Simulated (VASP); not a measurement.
# Ag in VASP: notebook

Runs on Ag. Level: LDA. Tasks: single point.

All numbers are computed with VASP 6.6.1; they aren't measurements. Logs are shortened: lines on timing, memory, paths and dates and some standing lists are left out, and cuts for length are marked.

## Step 1: The cell of the first run

The structure is trigonal, space group R-3m (No. 166). The conventional cell has a = 2.933 Å, b = 2.933 Å, c = 6.865 Å, α = 90.00°, β = 90.00°, γ = 120.00°. Within 3.8 Å of Ag (site symmetry -3m) lie 12 Ag at 2.85 to 2.93 Å.

## Step 2: Single point, LDA (equal xy, yz and zx shear strains of -3 %)

The input, INCAR:

```
SYSTEM = Ag
PREC = Accurate ; ENCUT = 520
EDIFF = 1E-6 ; ISMEAR = -1
SIGMA = 0.05 ; LREAL = .False.
LASPH = .True. ; NELM = 60
ALGO = Normal ; ISIF = 2
LWAVE = .False. ; LCHARG = .False.
GGA = CA ; NBANDS = 12
```

The input, KPOINTS:

```
regular mesh
0
Gamma
  15 15 15
  0 0 0
```

The input, POSCAR:

```
Ag
1.0
   -0.0612930000      2.0124535000      2.0124535000
    2.0124535000     -0.0612930000      2.0124535000
    2.0124535000      2.0124535000     -0.0612930000
Ag
1
Direct
    0.0000000000      0.0000000000      0.0000000000
```

Potentials or basis: VASP PAW LDA potentials, release 64 (Ag).

Launch:

```console
> cat potpaw_LDA.64/Ag/POTCAR > POTCAR
> mpirun -np 1 vasp_std > vasp.out
```

OUTCAR:

```text
SYSTEM = Ag
   PREC = Accurate
   ENCUT = 520
   EDIFF = 1E-6
   ISMEAR = -1
   LREAL = .False.
   LASPH = .True.
   NELM = 60
   ISIF = 2
   GGA = CA

 ion  position               nearest neighbor table
   1  0.000  0.000  0.000-

  LATTYP: Found a trigonal (rhomboedric) cell.
 ALAT       =     2.8466989674
 COS(alpha) =     0.4693254694

  Lattice vectors:

 A1 = (  -0.0612930000,   2.0124535000,   2.0124535000)
 A2 = (   2.0124535000,  -0.0612930000,   2.0124535000)
 A3 = (   2.0124535000,   2.0124535000,  -0.0612930000)

Analysis of symmetry for initial positions (statically):
=====================================================================
 Subroutine PRICEL returns:
 Original cell was already a primitive cell.

 Routine SETGRP: Setting up the symmetry group for a
 trigonal (rhombohedral) supercell.

 Subroutine GETGRP returns: Found 12 space group operations
 (whereof 12 operations were pure point group operations)
 out of a pool of 12 trial point group operations.

The static configuration has the point symmetry D_3d.

Analysis of symmetry for dynamics (positions and initial velocities):
=====================================================================
 Subroutine PRICEL returns:
 Original cell was already a primitive cell.

 Routine SETGRP: Setting up the symmetry group for a
 trigonal (rhombohedral) supercell.

 Subroutine GETGRP returns: Found 12 space group operations
 (whereof 12 operations were pure point group operations)
 out of a pool of 12 trial point group operations.

The dynamic configuration has the point symmetry D_3d.

 Subroutine INISYM returns: Found 12 space group operations
 (whereof 12 operations are pure point group operations),
 and found     1 'primitive' translations

----------------------------------------------------------------------------------------

                                     Primitive cell

  volume of cell :      17.0452

  direct lattice vectors                    reciprocal lattice vectors
    -0.061293000  2.012453500  2.012453500    -0.237381011  0.244838006  0.244838006
     2.012453500 -0.061293000  2.012453500     0.244838006 -0.237381011  0.244838006
     2.012453500  2.012453500 -0.061293000     0.244838006  0.244838006 -0.237381011

  length of vectors
     2.846698967  2.846698967  2.846698967     0.419810723  0.419810723  0.419810723

  position of ions in fractional coordinates (direct lattice)
     0.000000000  0.000000000  0.000000000

  ion indices of the primitive-cell ions
[... 75 lines left out ...]
   LREAL  =      F    real-space projection
   EDIFFG = 0.1E-04   stopping-criterion for IOM
   NSW    =      0    number of steps for IOM
   IBRION =     -1    ionic relax: 0-MD 1-quasi-New 2-CG
   NFREE  =      0    steps in history (QN), initial steepest desc. (CG)
   ISIF   =      2    stress and relaxation
   ISYM   =      2    0-nonsym 1-usesym 2-fastsym
   POTIM  = 0.5000    time-step for ionic-motion
   TEBEG  =    0.0;   TEEND  =   0.0 temperature during run
   PSTRESS=    0.0 pullay stress
   NELECT =      11.0000    total number of electrons
   NUPDOWN=      -1.0000    fix difference up-down
   EMIN   =  10.00;   EMAX   =-10.00  energy-range for DOS
   EFERMI =   0.00;   METHOD = LEGACY
   ISMEAR =    -1;   SIGMA  =   0.05  broadening in eV -4-tet -1-fermi 0-gaus
   EFERMI_NEDOS =   21; number of points for ismear=-14 and -15
   IALGO  =     38    algorithm
   IMIX   =      4    mixing-type and parameters
     AMIX     =   0.40;   BMIX     =  1.00
     AMIX_MAG =   1.60;   BMIX_MAG =  1.00
  volume/ion in A,a.u.               =      17.05       115.03
  Fermi-wavevector in a.u.,A,eV,Ry     =   1.414723  2.673439 27.231271  2.001442
  Thomas-Fermi vector in A             =   2.536236
   LORBIT       =      0    0 simple, 1 ext, 2 COOP (PROOUT), +10 PAW based schemes
   GGA     = CA    functional components
   LHFCALC =     F    Hartree Fock is set to
   AEXX    =    0.0000 exact exchange contribution
   IVDW    =     0    specifies the selected vdW correction
   LEPSILON=     F    determine dielectric tensor
   LRPA    =     F    only Hartree local field effects (RPA)
 non-spin polarized calculation
  energy-cutoff  :      520.00
  volume of cell :       17.05
 maximum number of plane-waves:       478
 NGX is ok and might be reduce to    24
   NGX = 11   NGY = 11   NGZ = 11

 number of electron      10.9999998 magnetization

 Free energy of the ion-electron system (eV)
  ---------------------------------------------------
  ext. energy  EPLUGINS =         0.00000000
  ---------------------------------------------------
  free energy    TOTEN  =        -3.75301388 eV

  energy without entropy =       -3.75060841  energy(sigma->0) =       -3.75181115

 E-fermi :   8.2256     XC(G=0): -12.5839

 val. band max:        8.2245183524   @ k =  -0.2667  -0.2667   0.2000
 cond. band min:       8.2414639768   @ k =  -0.1333   0.4000   0.0667
 fundamental gap:      0.0169456244
 Fermi energy:         8.2256241961

 k-point     1 :       0.0000    0.0000    0.0000
  band No.  band energies     occupation
      1       0.3205      2.00000
      2       3.2542      2.00000
      3       3.2542      2.00000
      4       3.5745      2.00000
      5       4.4467      2.00000
      6       4.4467      2.00000
      7      24.0956      0.00000
      8      27.1736      0.00000
      9      27.1736      0.00000
     10      28.8095      0.00000
     11      32.5471      0.00000
     12      33.2253      0.00000
[... 331 lines left out ...]
 k-point    24 :       0.2000    0.1333    0.0000
  band No.  band energies     occupation
      1       1.4546      2.00000
      2       2.9613      2.00000
      3       3.6266      2.00000
      4       3.8781      2.00000
      5       4.1786      2.00000
      6       4.6338      2.00000
      7      22.8141      0.00000
      8      24.7673      0.00000
      9      25.9387      0.00000
     10      26.4437      0.00000
     11      30.2071      0.00000
     12      33.1327      0.00000

 [... further k-points ...]
[... 5 lines left out ...]
  --------------------------------------------------------------------------------------
  -------------------------------------------------------------------------------------
  Total       -0.7347271     -0.7347271     -0.7347271      0.0926025      0.0926025      0.0926025
  in kB      -69.0611744    -69.0611744    -69.0611744      8.7042365      8.7042365      8.7042365
  external PRESSURE =     -69.0611744 kB  Pullay stress =       0.0000000 kB

 VOLUME and BASIS-vectors are now :
 -----------------------------------------------------------------------------
  energy-cutoff  :      520.00
  volume of cell :       17.05
      direct lattice vectors                 reciprocal lattice vectors
    -0.061293000  2.012453500  2.012453500    -0.237381011  0.244838006  0.244838006
     2.012453500 -0.061293000  2.012453500     0.244838006 -0.237381011  0.244838006
     2.012453500  2.012453500 -0.061293000     0.244838006  0.244838006 -0.237381011

 POSITION                                       TOTAL-FORCE (eV/Angst)
 -----------------------------------------------------------------------------------
      0.00000      0.00000      0.00000        -0.000000      0.000000     -0.000000
 -----------------------------------------------------------------------------------
    total drift:                               -0.000000      0.000000     -0.000000

  FREE ENERGIE OF THE ION-ELECTRON SYSTEM (eV)
  ---------------------------------------------------
  free  energy   TOTEN  =        -3.7530138827 eV

  energy  without entropy=       -3.7506084115  energy(sigma->0) =       -3.75181115
```

OSZICAR:

```text
N       E                     dE             d eps       ncg     rms          rms(c)
DAV:   1     0.516670692451E+02    0.51667E+02   -0.54902E+03  8312   0.828E+02
DAV:   2    -0.324174518406E+01   -0.54909E+02   -0.51899E+02  9468   0.194E+02
DAV:   3    -0.406569077021E+01   -0.82395E+00   -0.82329E+00  9772   0.252E+01
DAV:   4    -0.406819507908E+01   -0.25043E-02   -0.25042E-02  9580   0.146E+00
DAV:   5    -0.406821498893E+01   -0.19910E-04   -0.19909E-04  9684   0.116E-01    0.550E+00
DAV:   6    -0.376774627425E+01    0.30047E+00   -0.12422E+00  8992   0.981E+00    0.347E+00
DAV:   7    -0.375752563989E+01    0.10221E-01   -0.72787E-03  9528   0.829E-01    0.194E+00
DAV:   8    -0.375300354064E+01    0.45221E-02   -0.86542E-04  9528   0.224E-01    0.672E-02
DAV:   9    -0.375301457768E+01   -0.11037E-04   -0.76439E-06  9712   0.181E-02    0.143E-02
DAV:  10    -0.375301388268E+01    0.69499E-06   -0.17350E-06  9668   0.101E-02
   1 F= -.37530139E+01 E0= -.37518111E+01  d E =-.240547E-02
```

Run time: 78 s. Hardware: 1 thread of Intel Xeon 6975P-C, shared host; peak memory 0.18 GiB.

What came out:

| Quantity | Value |
| --- | --- |
| Free energy | -3.7530 eV |
| Pressure | -6.9 GPa |

Levels at points of the mesh, in eV from the Fermi level:
| k point | band 2 | band 3 | band 4 | band 5 | band 6 | band 7 | band 8 | band 9 | band 10 | band 11 |
| --- | --- | --- | --- | --- | --- | --- | --- | --- | --- | --- |
| (0.00, 0.00, 0.00) | -4.97 | -4.97 | -4.65 | -3.78 | -3.78 | 15.87 | 18.95 | 18.95 | 20.58 | 24.32 |

Caveat: the cell differs from its parent crystal (equal xy, yz and zx shear strains of -3 %).

## Step 3: Single point, LDA (equal xy, yz and zx shear strains of -1 %)

The input, INCAR:

```
ALGO = Normal
EDIFF = 1E-6
ENCUT = 520
GGA = CA
ISIF = 2
ISMEAR = -1
LASPH = True
LCHARG = False
LREAL = False
LWAVE = False
NBANDS = 12
NELM = 80
PREC = Accurate
SIGMA = 0.05
```

The input, KPOINTS:

```
k-points
0
Gamma
  15 15 15
```

The input, POSCAR:

```
Ag
1.0
   -0.0204310000      2.0328845000      2.0328845000
    2.0328845000     -0.0204310000      2.0328845000
    2.0328845000      2.0328845000     -0.0204310000
Ag
1
Direct
    0.0000000000      0.0000000000      0.0000000000
```

Potentials or basis: VASP PAW LDA potentials, release 64 (Ag).

Launch:

```console
> cat potpaw_LDA.64/Ag/POTCAR > POTCAR
> mpirun -np 1 vasp_std > vasp.out
```

Run time: 79 s. Hardware: 1 thread of Intel Xeon 6975P-C, shared host; peak memory 0.19 GiB.

The run converged. Its results:

* Free energy: -3.7557 eV
* Pressure: -7.3 GPa

Stress tensor (GPa, compression positive):
```
-7.25  0.19  0.19
 0.19 -7.25  0.19
 0.19  0.19 -7.25
```

Levels at points of the mesh, in eV from the Fermi level:
```
           k point  band 2  band 3  band 4  band 5  band 6  band 7  band 8  band 9  band 10  band 11
(0.00, 0.00, 0.00)   -4.93   -4.93   -4.83   -3.84   -3.84   15.89   19.23   19.23    19.76    24.39
```

Caveat: the cell differs from its parent crystal (equal xy, yz and zx shear strains of -1 %).

## Step 4: Single point, LDA (equal xy, yz and zx shear strains of +2 %)

The input, INCAR:

```
SYSTEM = Ag
  PREC = Accurate
  ENCUT = 520
  EDIFF = 1E-7
  ISMEAR = -1
  SIGMA = 0.05
  LREAL = .FALSE.
  LASPH = .TRUE.
  NELM = 100
  ALGO = Normal
  ISIF = 2
  LWAVE = .FALSE.
  LCHARG = .FALSE.
  GGA = CA
  NBANDS = 12
```

The input, KPOINTS:

```
Automatic mesh
0
G
  15 15 15
  0 0 0
```

The input, POSCAR:

```
Ag
1.0
    0.0408620000      2.0635310000      2.0635310000
    2.0635310000      0.0408620000      2.0635310000
    2.0635310000      2.0635310000      0.0408620000
Ag
1
Direct
    0.0000000000      0.0000000000      0.0000000000
```

Potentials or basis: VASP PAW LDA potentials, release 64 (Ag).

Launch:

```console
> cat potpaw_LDA.64/Ag/POTCAR > POTCAR
> mpirun -np 1 vasp_std > vasp.out
```

OUTCAR:

```text
SYSTEM = Ag
   PREC = Accurate
   ENCUT = 520
   EDIFF = 1E-7
   ISMEAR = -1
   LREAL = .FALSE.
   LASPH = .TRUE.
   NELM = 100
   ISIF = 2
   GGA = CA

 ion  position               nearest neighbor table
   1  0.000  0.000  0.000-

  LATTYP: Found a trigonal (rhomboedric) cell.
 ALAT       =     2.9185595898
 COS(alpha) =     0.5197000882

  Lattice vectors:

 A1 = (   0.0408620000,   2.0635310000,   2.0635310000)
 A2 = (   2.0635310000,   0.0408620000,   2.0635310000)
 A3 = (   2.0635310000,   2.0635310000,   0.0408620000)

Analysis of symmetry for initial positions (statically):
=====================================================================
 Subroutine PRICEL returns:
 Original cell was already a primitive cell.

 Routine SETGRP: Setting up the symmetry group for a
 trigonal (rhombohedral) supercell.

 Subroutine GETGRP returns: Found 12 space group operations
 (whereof 12 operations were pure point group operations)
 out of a pool of 12 trial point group operations.

The static configuration has the point symmetry D_3d.

Analysis of symmetry for dynamics (positions and initial velocities):
=====================================================================
 Subroutine PRICEL returns:
 Original cell was already a primitive cell.

 Routine SETGRP: Setting up the symmetry group for a
 trigonal (rhombohedral) supercell.

 Subroutine GETGRP returns: Found 12 space group operations
 (whereof 12 operations were pure point group operations)
 out of a pool of 12 trial point group operations.

The dynamic configuration has the point symmetry D_3d.

 Subroutine INISYM returns: Found 12 space group operations
 (whereof 12 operations are pure point group operations),
 and found     1 'primitive' translations

----------------------------------------------------------------------------------------

                                     Primitive cell

[... 109 lines left out ...]
  volume/ion in A,a.u.               =      17.05       115.07
  Fermi-wavevector in a.u.,A,eV,Ry     =   1.414542  2.673097 27.224302  2.000930
  Thomas-Fermi vector in A             =   2.536074
   LORBIT       =      0    0 simple, 1 ext, 2 COOP (PROOUT), +10 PAW based schemes
   GGA     = CA    functional components
   LHFCALC =     F    Hartree Fock is set to
   AEXX    =    0.0000 exact exchange contribution
   IVDW    =     0    specifies the selected vdW correction
   LEPSILON=     F    determine dielectric tensor
   LRPA    =     F    only Hartree local field effects (RPA)
 non-spin polarized calculation
  energy-cutoff  :      520.00
  volume of cell :       17.05
 maximum number of plane-waves:       475
 NGX is ok and might be reduce to    24
   NGX = 11   NGY = 11   NGZ = 11

 number of electron      11.0000001 magnetization

 Free energy of the ion-electron system (eV)
  ---------------------------------------------------
  ext. energy  EPLUGINS =         0.00000000
  ---------------------------------------------------
  free energy    TOTEN  =        -3.75476490 eV

  energy without entropy =       -3.75198992  energy(sigma->0) =       -3.75337741

 E-fermi :   8.2407     XC(G=0): -12.5827

 val. band max:        8.2303098914   @ k =  -0.3333  -0.4000   0.0667
 cond. band min:       8.2547896561   @ k =  -0.4667   0.1333   0.1333
 fundamental gap:      0.0244797646
 Fermi energy:         8.2406908554

 k-point     1 :       0.0000    0.0000    0.0000
  band No.  band energies     occupation
      1       0.3177      2.00000
      2       3.2416      2.00000
      3       3.4227      2.00000
      4       3.4227      2.00000
      5       4.4314      2.00000
      6       4.4314      2.00000
      7      24.1111      0.00000
      8      27.0419      0.00000
      9      28.0191      0.00000
     10      28.0191      0.00000
     11      32.4459      0.00000
     12      33.3054      0.00000
[... 331 lines left out ...]
 k-point    24 :       0.2000    0.1333    0.0000
  band No.  band energies     occupation
      1       1.4621      2.00000
      2       2.9636      2.00000
      3       3.6821      2.00000
      4       3.8096      2.00000
      5       4.1747      2.00000
      6       4.6159      2.00000
      7      23.4960      0.00000
      8      24.3410      0.00000
      9      25.1224      0.00000
     10      26.9207      0.00000
     11      30.2270      0.00000
     12      33.1914      0.00000

 [... further k-points ...]
[... 5 lines left out ...]
  --------------------------------------------------------------------------------------
  -------------------------------------------------------------------------------------
  Total       -0.7603495     -0.7603495     -0.7603495     -0.0599397     -0.0599397     -0.0599397
  in kB      -71.4421373    -71.4421373    -71.4421373     -5.6319145     -5.6319145     -5.6319145
  external PRESSURE =     -71.4421373 kB  Pullay stress =       0.0000000 kB

 VOLUME and BASIS-vectors are now :
 -----------------------------------------------------------------------------
  energy-cutoff  :      520.00
  volume of cell :       17.05
      direct lattice vectors                 reciprocal lattice vectors
     0.040862000  2.063531000  2.063531000    -0.249621644  0.244774622  0.244774622
     2.063531000  0.040862000  2.063531000     0.244774622 -0.249621644  0.244774622
     2.063531000  2.063531000  0.040862000     0.244774622  0.244774622 -0.249621644

 POSITION                                       TOTAL-FORCE (eV/Angst)
 -----------------------------------------------------------------------------------
      0.00000      0.00000      0.00000        -0.000000      0.000000      0.000000
 -----------------------------------------------------------------------------------
    total drift:                               -0.000000      0.000000      0.000000

  FREE ENERGIE OF THE ION-ELECTRON SYSTEM (eV)
  ---------------------------------------------------
  free  energy   TOTEN  =        -3.7547648971 eV

  energy  without entropy=       -3.7519899237  energy(sigma->0) =       -3.75337741
```

stdout:

```text
POSCAR found type information on POSCAR Ag
 POSCAR found :  1 types and       1 ions
 scaLAPACK will be used
 LDA part: xc-table for (Slater(with rela. corr.)+CA(PZ))
 , standard interpolation
 POSCAR, INCAR and KPOINTS ok, starting setup
 FFT: planning ... GRIDC
 FFT: planning ... GRID_SOFT
 FFT: planning ... GRID
 WAVECAR not read
 entering main loop
```

Wall time 79 s (1 thread of Intel Xeon 6975P-C, shared host); peak memory 0.18 GiB.

What came out:

```
Free energy : -3.7548 eV
Pressure    : -7.1 GPa
```

Levels at points of the mesh, in eV from the Fermi level:
```tsv
k point	band 4	band 5	band 6	band 7	band 8	band 9
(0.00, 0.00, 0.00)	-4.82	-3.81	-3.81	15.87	18.80	19.78
```

Caveat: the cell differs from its parent crystal (equal xy, yz and zx shear strains of +2 %).

[end of part 1 of 2]
